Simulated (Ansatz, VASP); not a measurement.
**AlN: VASP beside Ansatz**

```
Al N
1.0
     0.00000    2.34186    2.11205
     2.11205    0.00000    2.11205
     2.11205    2.34186    0.00000
Al N
1 1
Direct
  0.00000 0.00000 0.00000
  0.75000 0.75000 0.75000
```

Change from the starting cell: mode 4 frozen in at +0.000 Å, strain +e along z and -e/2 along x and y +0.0700.

Alike in both runs: task single point; functional PBEsol; k mesh 10 × 10 × 10; occupations gaussian, width 0.05 eV; no spin polarisation.

```csv
,VASP,Ansatz
version,VASP 6.6.1,Ansatz 0.2.0
potentials or method,"VASP PAW PBE potentials, release 64 (Al, N), cutoff 520 eV","scalar-relativistic, plane waves, PAW"
valence electrons in the cell,8,8
```

|  | VASP | Ansatz | Ansatz less VASP |
| --- | --- | --- | --- |
| gap on the k mesh at the Fermi level (eV) | 2.83 | 2.84 | +0.009 |
| least direct gap on the mesh (eV) | 3.85 | 3.84 | -0.015 |
| pressure (GPa) | 0.0 | 0.0 | 0.00 |
| traceless stress, the component that is largest in VASP (GPa) | -12.26 | -12.23 | +0.024 |

VASP's potentials were made for PBE, not for PBEsol, and Ansatz warns of the same on its side. With one functional, cell and mesh, what is left measures potentials, basis and numerics.
